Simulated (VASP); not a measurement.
A run of VASP 6.6.1:

File INCAR:

```
SYSTEM = TiO2
PREC = Accurate ; ENCUT = 520
EDIFF = 1E-6 ; ISMEAR = 0
SIGMA = 0.05 ; LREAL = Auto
LASPH = .True. ; NELM = 100
ALGO = Normal ; ISIF = 2
LWAVE = .False. ; LCHARG = .False.
LDIPOL = .True. ; IDIPOL = 3
DIPOL = 0.5 0.5 0.501 ; GGA = PE
IVDW = 12 ; ISYM = 0
NBANDS = 87
```

Contents of KPOINTS:

```
regular mesh
0
Gamma
  8 5 1
  0 0 0
```

POSCAR

```
TiO2
1.0
    3.7873670170      0.0000000000      0.0000000000
   -1.8936835085      5.1467414271      0.0000000000
    0.0000000000      0.0000000000     26.3895228026
O Ti
12 6
Direct
    0.3153074465      0.6306148930      0.3220975257
    0.5991521024      0.1983042048      0.3554600458
    0.9554498008      0.9108996017      0.3776397932
    0.2392944568      0.4785889135      0.4110023133
    0.4506860702      0.9013721403      0.4555476062
    0.7345307261      0.4690614522      0.4889101263
    0.0905997657      0.1811996148      0.5105037644
    0.3784048421      0.7568115218      0.5454376284
    0.5970840975      0.1941669311      0.5876786722
    0.8775377653      0.7550785905      0.6236347485
    0.2368695124      0.4737419563      0.6539056276
    0.5290360648      0.0580769176      0.6776798573
    0.1353786236      0.2707572473      0.3498686595
    0.4192232796      0.8384465592      0.3832311796
    0.2707572473      0.5415144947      0.4833187399
    0.5495655023      0.0991311522      0.5152935304
    0.4141977769      0.8283991130      0.6230095227
    0.6856548461      0.3713118148      0.6455870877
```

Potentials or basis: VASP PAW PBE potentials, release 64 (O, Ti_sv).

Launch:

```bash
$ cat potpaw_PBE.64/O/POTCAR potpaw_PBE.64/Ti_sv/POTCAR > POTCAR
$ mpirun -np 1 vasp_std > vasp.out
```

Hardware: 1 thread of Oxide Virtual Turin-like Processor, on a shared host.

Problem. How long does it take, and how much memory?

Solution. Wall time 65 min on 1 thread of Oxide Virtual Turin-like Processor (shared host), peak memory 0.82 GiB. Counts: scf iterations 31, k points 21.
